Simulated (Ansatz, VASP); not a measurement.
One calculation of B, two programs

```
B
1.0
     0.00000    2.06831    2.06831
     2.06831    0.00000    2.06831
     2.06831    2.06831    0.00000
B
2
Direct
  0.12500 0.12500 0.12500
  0.87500 0.87500 0.87500
```

Alike in both runs: task relaxation of cell and atoms; functional PBE; k mesh 13 × 13 × 13; occupations fermi-dirac, width 0.1 eV; no spin polarisation.

|  | VASP | Ansatz |
| --- | --- | --- |
| version | VASP 6.6.1 | Ansatz 0.2.0 |
| potentials or method | VASP PAW PBE potentials, release 64 (B), cutoff 600 eV | plane waves (420 eV) with PAW, scalar-relativistic |
| valence electrons in the cell | 6 | 6 |

|  | VASP | Ansatz | Ansatz less VASP |
| --- | --- | --- | --- |
| relaxed volume (Å³/atom) | 8.32 | 8.32 | +0.001 |
| relaxed cell length with the largest relative difference (Å) | 2.865 | 2.865 | +0.0002 |
